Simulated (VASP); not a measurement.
# YZn (Fm-3m) in VASP: a series of runs

Runs on YZn. Level: LDA. Tasks: single point.

All numbers are computed with VASP 6.6.1; they aren't measurements. Logs are shortened: lines on timing, memory, paths and dates and some standing lists are left out, and cuts for length are marked.

## (1) The cell of the first run

The structure is cubic, space group Fm-3m (No. 225). Conventional cell: a = 5.613 Å, b = 5.613 Å, c = 5.613 Å, α = 90.00°, β = 90.00°, γ = 90.00°. Within 3.7 Å of Y (site symmetry m-3m) lie 6 Zn at 2.81 Å. Within 3.7 Å of Zn (site symmetry m-3m) lie 6 Y at 2.81 Å.

## (2) Single point, LDA

Contents of INCAR:

```
SYSTEM = YZn
ALGO = Normal
EDIFF = 1E-6
ENCUT = 520
ISIF = 2
ISMEAR = -1
LASPH = .TRUE.
LCHARG = .FALSE.
LREAL = .FALSE.
LWAVE = .FALSE.
NBANDS = 18
NELM = 60
PREC = Accurate
SIGMA = 0.05
```

Contents of KPOINTS:

```
k-points
0
G
  11 11 11
  0 0 0
```

Contents of POSCAR:

```
YZn
1.0
    0.0000000000      2.8067434723      2.8067434723
    2.8067434723      0.0000000000      2.8067434723
    2.8067434723      2.8067434723      0.0000000000
Y Zn
1 1
Direct
    0.0000000000      0.0000000000      0.0000000000
    0.5000000000      0.5000000000      0.5000000000
```

Potentials or basis: VASP PAW LDA potentials, release 64 (Y_sv, Zn).

The run is started by

```
cat potpaw_LDA.64/Y_sv/POTCAR potpaw_LDA.64/Zn/POTCAR > POTCAR
mpirun -np 1 vasp_std > vasp.out
```

OUTCAR:

```text
SYSTEM = YZn
   EDIFF = 1E-6
   ENCUT = 520
   ISIF = 2
   ISMEAR = -1
   LASPH = .TRUE.
   LREAL = .FALSE.
   NELM = 60
   PREC = Accurate

 ion  position               nearest neighbor table
   1  0.000  0.000  0.000-   2 2.81   2 2.81   2 2.81   2 2.81   2 2.81   2 2.81
   2  0.500  0.500  0.500-   1 2.81   1 2.81   1 2.81   1 2.81   1 2.81   1 2.81

  LATTYP: Found a face centered cubic cell.
 ALAT       =     5.6134869446

  Lattice vectors:

 A1 = (   0.0000000000,   2.8067434723,   2.8067434723)
 A2 = (   2.8067434723,   0.0000000000,   2.8067434723)
 A3 = (   2.8067434723,   2.8067434723,   0.0000000000)

Analysis of symmetry for initial positions (statically):
=====================================================================
 Subroutine PRICEL returns:
 Original cell was already a primitive cell.

 Routine SETGRP: Setting up the symmetry group for a
 face centered cubic supercell.

 Subroutine GETGRP returns: Found 48 space group operations
 (whereof 48 operations were pure point group operations)
 out of a pool of 48 trial point group operations.

The static configuration has the point symmetry O_h .

Analysis of symmetry for dynamics (positions and initial velocities):
=====================================================================
 Subroutine PRICEL returns:
 Original cell was already a primitive cell.

 Routine SETGRP: Setting up the symmetry group for a
 face centered cubic supercell.

 Subroutine GETGRP returns: Found 48 space group operations
 (whereof 48 operations were pure point group operations)
 out of a pool of 48 trial point group operations.

The dynamic configuration has the point symmetry O_h .

 Subroutine INISYM returns: Found 48 space group operations
 (whereof 48 operations are pure point group operations),
 and found     1 'primitive' translations

----------------------------------------------------------------------------------------

                                     Primitive cell

  volume of cell :      44.2220

  direct lattice vectors                    reciprocal lattice vectors
     0.000000000  2.806743472  2.806743472    -0.178142393  0.178142393  0.178142393
     2.806743472  0.000000000  2.806743472     0.178142393 -0.178142393  0.178142393
     2.806743472  2.806743472  0.000000000     0.178142393  0.178142393 -0.178142393

  length of vectors
     3.969334685  3.969334685  3.969334685     0.308551676  0.308551676  0.308551676

  position of ions in fractional coordinates (direct lattice)
     0.000000000  0.000000000  0.000000000
     0.500000000  0.500000000  0.500000000

  ion indices of the primitive-cell ions
   primitive index   ion index
                 1           1
                 2           2

----------------------------------------------------------------------------------------

 KPOINTS: k-points

Automatic generation of k-mesh.
 Grid dimensions read from file:
 generate k-points for:   11   11   11

 Generating k-lattice:

  Cartesian coordinates                     Fractional coordinates (reciprocal lattice)
    -0.016194763  0.016194763  0.016194763     0.090909091  0.000000000  0.000000000
     0.016194763 -0.016194763  0.016194763     0.000000000  0.090909091  0.000000000
     0.016194763  0.016194763 -0.016194763     0.000000000  0.000000000  0.090909091

  Length of vectors
     0.028050152  0.028050152  0.028050152

  Shift w.r.t. Gamma in fractional coordinates (k-lattice)
     0.000000000  0.000000000  0.000000000

 Subroutine IBZKPT returns following result:
 ===========================================

 Found     56 irreducible k-points:

 Following reciprocal coordinates:
            Coordinates               Weight
  0.000000  0.000000  0.000000      1.000000
  0.090909  0.000000  0.000000      8.000000
  0.181818  0.000000  0.000000      8.000000
  0.272727  0.000000  0.000000      8.000000
  0.363636  0.000000  0.000000      8.000000
  0.454545  0.000000  0.000000      8.000000
[... 16 lines left out ...]
 -0.272727  0.181818  0.000000     24.000000
 -0.181818  0.181818  0.000000     12.000000
 [... further k-points ...]
   k-points           NKPTS =     56   k-points in BZ     NKDIM =     56   number of bands    NBANDS=     18
   number of dos      NEDOS =    301   number of ions     NIONS =      2
   total plane-waves  NPLWV =  27000
   dimension x,y,z NGX =    30 NGY =   30 NGZ =   30
   dimension x,y,z NGXF=    60 NGYF=   60 NGZF=   60
   ions per type =               1   1
   NGX,Y,Z   is equivalent  to a cutoff of  12.56, 12.56, 12.56 a.u.
   NGXF,Y,Z  is equivalent  to a cutoff of  25.13, 25.13, 25.13 a.u.
 SYSTEM =  YZn
   PREC   = accura    normal or accurate (medium, high low for compatibility)
   ISTART =      0    job   : 0-new  1-cont  2-samecut
   ICHARG =      2    charge: 1-file 2-atom 10-const
   ISPIN  =      1    spin polarized calculation?
   LNONCOLLINEAR =      F non collinear calculations
   LSORBIT =      F    spin-orbit coupling
   LASPH  =      T    aspherical Exc in radial PAW
   ENCUT  =  520.0 eV  38.22 Ry    6.18 a.u.   7.38  7.38  7.38*2*pi/ulx,y,z
   NELM   =     60;   NELMIN=  2; NELMDL= -5     # of ELM steps
   EDIFF  = 0.1E-05   stopping-criterion for ELM
   LREAL  =      F    real-space projection
   EDIFFG = 0.1E-04   stopping-criterion for IOM
   NSW    =      0    number of steps for IOM
   IBRION =     -1    ionic relax: 0-MD 1-quasi-New 2-CG
   NFREE  =      0    steps in history (QN), initial steepest desc. (CG)
   ISIF   =      2    stress and relaxation
   ISYM   =      2    0-nonsym 1-usesym 2-fastsym
   POTIM  = 0.5000    time-step for ionic-motion
   TEBEG  =    0.0;   TEEND  =   0.0 temperature during run
   PSTRESS=    0.0 pullay stress
   NELECT =      23.0000    total number of electrons
   NUPDOWN=      -1.0000    fix difference up-down
   EMIN   =  10.00;   EMAX   =-10.00  energy-range for DOS
   EFERMI =   0.00;   METHOD = LEGACY
   ISMEAR =    -1;   SIGMA  =   0.05  broadening in eV -4-tet -1-fermi 0-gaus
   EFERMI_NEDOS =   21; number of points for ismear=-14 and -15
   IALGO  =     38    algorithm
   IMIX   =      4    mixing-type and parameters
     AMIX     =   0.40;   BMIX     =  1.00
     AMIX_MAG =   1.60;   BMIX_MAG =  1.00
  volume/ion in A,a.u.               =      22.11       149.21
  Fermi-wavevector in a.u.,A,eV,Ry     =   1.316552  2.487923 23.583107  1.733309
  Thomas-Fermi vector in A             =   2.446656
   LORBIT       =      0    0 simple, 1 ext, 2 COOP (PROOUT), +10 PAW based schemes
   GGA     = CA    functional components
   LHFCALC =     F    Hartree Fock is set to
   AEXX    =    0.0000 exact exchange contribution
   IVDW    =     0    specifies the selected vdW correction
   LEPSILON=     F    determine dielectric tensor
   LRPA    =     F    only Hartree local field effects (RPA)
 non-spin polarized calculation
  energy-cutoff  :      520.00
  volume of cell :       44.22
 maximum number of plane-waves:      1243
 NGX is ok and might be reduce to    30
   NGX = 15   NGY = 15   NGZ = 15

 number of electron      22.9999991 magnetization

 Free energy of the ion-electron system (eV)
  ---------------------------------------------------
  ext. energy  EPLUGINS =         0.00000000
  ---------------------------------------------------
  free energy    TOTEN  =        -8.86884730 eV

  energy without entropy =       -8.84896441  energy(sigma->0) =       -8.85890585

 E-fermi :   2.9085     XC(G=0): -10.7071

 val. band max:        2.8821241140   @ k =   0.4545   0.2727   0.0909
 cond. band min:       2.9104042190   @ k =  -0.4545   0.0909   0.0000
 fundamental gap:      0.0282801050
 Fermi energy:         2.9084947579

 k-point     1 :       0.0000    0.0000    0.0000
  band No.  band energies     occupation
      1     -39.1738      2.00000
      2     -19.2355      2.00000
      3     -19.2355      2.00000
      4     -19.2355      2.00000
      5      -4.6938      2.00000
      6      -4.6938      2.00000
[... 10 lines left out ...]
     17       8.4882      0.00000
     18       8.4882      0.00000

 k-point     2 :       0.0909    0.0000    0.0000
  band No.  band energies     occupation
      1     -39.1722      2.00000
      2     -19.2574      2.00000
      3     -19.2389      2.00000
      4     -19.2389      2.00000
      5      -4.6794      2.00000
      6      -4.6794      2.00000
[... 10 lines left out ...]
     17       9.1277      0.00000
     18       9.1277      0.00000

 k-point     3 :       0.1818    0.0000    0.0000
  band No.  band energies     occupation
      1     -39.1679      2.00000
      2     -19.3155      2.00000
      3     -19.2479      2.00000
      4     -19.2479      2.00000
      5      -4.6403      2.00000
      6      -4.6403      2.00000
[... 10 lines left out ...]
     17      10.4221      0.00000
     18      10.4221      0.00000

 k-point     4 :       0.2727    0.0000    0.0000
  band No.  band energies     occupation
      1     -39.1622      2.00000
      2     -19.3901      2.00000
      3     -19.2597      2.00000
      4     -19.2597      2.00000
      5      -4.5887      2.00000
      6      -4.5887      2.00000
[... 10 lines left out ...]
     17      11.7799      0.00000
     18      11.8552      0.00000

 k-point     5 :       0.3636    0.0000    0.0000
  band No.  band energies     occupation
      1     -39.1569      2.00000
      2     -19.4574      2.00000
      3     -19.2705      2.00000
      4     -19.2705      2.00000
      5      -4.5423      2.00000
      6      -4.5423      2.00000
[... 10 lines left out ...]
     17      10.4630      0.00000
     18      12.7538      0.00000

 k-point     6 :       0.4545    0.0000    0.0000
  band No.  band energies     occupation
      1     -39.1538      2.00000
      2     -19.4968      2.00000
      3     -19.2769      2.00000
      4     -19.2769      2.00000
      5      -4.5255      2.00000
      6      -4.5164      2.00000
[... 10 lines left out ...]
     17       9.4442      0.00000
     18      12.3425      0.00000

 k-point     7 :       0.0909    0.0909    0.0000
  band No.  band energies     occupation
      1     -39.1717      2.00000
      2     -19.2585      2.00000
      3     -19.2429      2.00000
      4     -19.2429      2.00000
      5      -4.6883      2.00000
      6      -4.6662      2.00000
[... 10 lines left out ...]
     17       8.7302      0.00000
     18       9.1880      0.00000

 k-point     8 :       0.1818    0.0909    0.0000
  band No.  band energies     occupation
      1     -39.1683      2.00000
      2     -19.3013      2.00000
      3     -19.2525      2.00000
      4     -19.2499      2.00000
      5      -4.6693      2.00000
      6      -4.6335      2.00000
[... 10 lines left out ...]
     17       9.4323      0.00000
     18      10.3298      0.00000
[... 229 lines left out ...]
     17      10.1466      0.00000
     18      11.2468      0.00000

 k-point    20 :       0.4545    0.1818    0.0000
  band No.  band energies     occupation
      1     -39.1529      2.00000
      2     -19.4557      2.00000
      3     -19.3097      2.00000
      4     -19.2918      2.00000
      5      -4.5686      2.00000
      6      -4.5639      2.00000
[... 10 lines left out ...]
     17      10.5728      0.00000
     18      10.5984      0.00000

 k-point    21 :      -0.4545    0.1818    0.0000
  band No.  band energies     occupation
      1     -39.1512      2.00000
      2     -19.4724      2.00000
      3     -19.3235      2.00000
      4     -19.2907      2.00000
      5      -4.5530      2.00000
      6      -4.5297      2.00000
[... 10 lines left out ...]
     17      10.3949      0.00000
     18      11.2597      0.00000

 k-point    22 :      -0.3636    0.1818    0.0000
  band No.  band energies     occupation
      1     -39.1522      2.00000
      2     -19.4613      2.00000
      3     -19.3271      2.00000
      4     -19.2832      2.00000
      5      -4.5755      2.00000
      6      -4.5179      2.00000
[... 10 lines left out ...]
     17      10.4094      0.00000
     18      10.8310      0.00000

 k-point    23 :      -0.2727    0.1818    0.0000
  band No.  band energies     occupation
      1     -39.1556      2.00000
      2     -19.4280      2.00000
      3     -19.3172      2.00000
      4     -19.2714      2.00000
      5      -4.6082      2.00000
      6      -4.5351      2.00000
[... 10 lines left out ...]
     17       9.9192      0.00000
     18      11.1839      0.00000

 k-point    24 :      -0.1818    0.1818    0.0000
  band No.  band energies     occupation
      1     -39.1603      2.00000
      2     -19.3852      2.00000
      3     -19.2941      2.00000
      4     -19.2592      2.00000
      5      -4.6346      2.00000
      6      -4.5541      2.00000
[... 10 lines left out ...]
     17       9.3742      0.00000
     18      12.1232      0.00000

 [... further k-points ...]
[... 5 lines left out ...]
  --------------------------------------------------------------------------------------
  -------------------------------------------------------------------------------------
  Total        1.5991429      1.5991429      1.5991429      0.0000000      0.0000000      0.0000000
  in kB       57.9374944     57.9374944     57.9374944      0.0000000      0.0000000      0.0000000
  external PRESSURE =      57.9374944 kB  Pullay stress =       0.0000000 kB

 VOLUME and BASIS-vectors are now :
 -----------------------------------------------------------------------------
  energy-cutoff  :      520.00
  volume of cell :       44.22
      direct lattice vectors                 reciprocal lattice vectors
     0.000000000  2.806743472  2.806743472    -0.178142393  0.178142393  0.178142393
     2.806743472  0.000000000  2.806743472     0.178142393 -0.178142393  0.178142393
     2.806743472  2.806743472  0.000000000     0.178142393  0.178142393 -0.178142393

 POSITION                                       TOTAL-FORCE (eV/Angst)
 -----------------------------------------------------------------------------------
      0.00000      0.00000      0.00000         0.000000     -0.000000     -0.000000
      2.80674      2.80674      2.80674        -0.000000      0.000000      0.000000
 -----------------------------------------------------------------------------------
    total drift:                                0.000000      0.000000      0.000000

  FREE ENERGIE OF THE ION-ELECTRON SYSTEM (eV)
  ---------------------------------------------------
  free  energy   TOTEN  =        -8.8688472976 eV

  energy  without entropy=       -8.8489644073  energy(sigma->0) =       -8.85890585
```

It took 78 s on 1 thread of Intel Xeon 8259CL, shared host; peak memory 0.2 GiB.

Results:

```
Free energy            : -8.8688 eV
Pressure               : 5.8 GPa
Band gap on the k mesh : zero (an odd number of electrons rules out a gap without spin polarisation)
```

Caveat: the cell stands under pressure.

## (3) Single point, LDA

This run uses another cell than the first one, of 26.01 Å³/atom.

Contents of INCAR:

```
SYSTEM = YZn
PREC = Accurate
ENCUT = 520
EDIFF = 1E-7
ISMEAR = -1
SIGMA = 0.05
LREAL = .FALSE.
LASPH = .TRUE.
NELM = 60
ALGO = Normal
ISIF = 2
LWAVE = .FALSE.
LCHARG = .TRUE.
LELF = .TRUE.
LVHAR = .TRUE.
NBANDS = 18
```

Contents of KPOINTS:

```
regular mesh
0
G
  11 11 11
  0 0 0
```

Contents of POSCAR:

```
YZn
1.0
    0.0000000000      2.9629870000      2.9629870000
    2.9629870000      0.0000000000      2.9629870000
    2.9629870000      2.9629870000      0.0000000000
Y Zn
1 1
Direct
    0.0000000000      0.0000000000      0.0000000000
    0.5000000000      0.5000000000      0.5000000000
```

Potentials or basis: VASP PAW LDA potentials, release 64 (Y_sv, Zn).

The run is started by

```
cat potpaw_LDA.64/Y_sv/POTCAR potpaw_LDA.64/Zn/POTCAR > POTCAR
mpirun -np 1 vasp_std > vasp.out
```

It took 74 s on 1 thread of Intel Xeon 8259CL, shared host; peak memory 0.2 GiB.

It converged, with:

| Property | Result |
| --- | --- |
| Free energy | -8.8678 eV |
| Pressure | -4.4 GPa |
| Band gap on the k mesh | zero (an odd number of electrons rules out a gap without spin polarisation) |

Levels at points of the mesh, in eV from the Fermi level:
| k point | band 8 | band 9 | band 10 | band 11 | band 12 | band 13 | band 14 | band 15 |
| --- | --- | --- | --- | --- | --- | --- | --- | --- |
| (0.00, 0.00, 0.00) | -7.23 | -7.23 | -6.46 | 1.60 | 1.60 | 1.60 | 2.59 | 2.59 |

Caveat: the cell stands under tension.

The gap in the log of VASP goes by the Fermi energy; the results here count the filled bands.